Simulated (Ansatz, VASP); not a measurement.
**GaP: VASP beside Ansatz**

The input INCAR:

```
SYSTEM = GaP
PREC = Accurate ; ENCUT = 520
EDIFF = 1E-7 ; ISMEAR = 0
SIGMA = 0.05 ; LREAL = .False.
LASPH = .True. ; NELM = 100
ALGO = Normal ; ISIF = 2
LWAVE = .False. ; LCHARG = .False.
GGA = CA ; NBANDS = 16
```

File KPOINTS:

```
Automatic mesh
0
Gamma
  10 10 10
  0 0 0
```

File POSCAR:

```
GaP
1.0
    0.0000000000      2.4757240818      2.4757240818
    2.4757240818      0.0000000000      2.4757240818
    2.4757240818      2.4757240818      0.0000000000
Ga P
1 1
Direct
    0.0000000000      0.0000000000      0.0000000000
    0.7500000000      0.7500000000      0.7500000000
```

Input for Ansatz:

```yaml
crystal:
  lattice:
    - [0.0, 2.4757240818, 2.4757240818]
    - [2.4757240818, 0.0, 2.4757240818]
    - [2.4757240818, 2.4757240818, 0.0]
  atoms:
    - { symbol: Ga, position: [0.0, 0.0, 0.0] }
    - { symbol: P, position: [0.75, 0.75, 0.75] }
basis:
  ecutwfc: 420
kpoints:
  mp_grid: { grid: [10, 10, 10] }
hamiltonian:
  xc: lda
scf:
  occupations: { method: gaussian, width: 0.001 }
output:
  forces: true
  eigenvalues: true
  stress: true
```

Alike in both runs: task single point; functional LDA; k mesh 10 × 10 × 10; no spin polarisation.

|  | VASP | Ansatz |
| --- | --- | --- |
| version | VASP 6.6.1 | Ansatz 0.2.0 |
| potentials or method | VASP PAW LDA potentials, release 64 (Ga_d, P), cutoff 520 eV | scalar-relativistic, plane waves, PAW |
| occupations | gaussian, width 0.05 eV | gaussian, width 0.001 eV |
| valence electrons in the cell | 18 | 18 |

VASP gave:

| Property | Result |
| --- | --- |
| gap on the k mesh at the Fermi level (eV) | 0.77 |

Which values does Ansatz return?

gap on the k mesh at the Fermi level (eV): 0.78.

LDA's correlation is that of Perdew and Zunger in VASP and of Perdew and Wang (1992) in Ansatz.
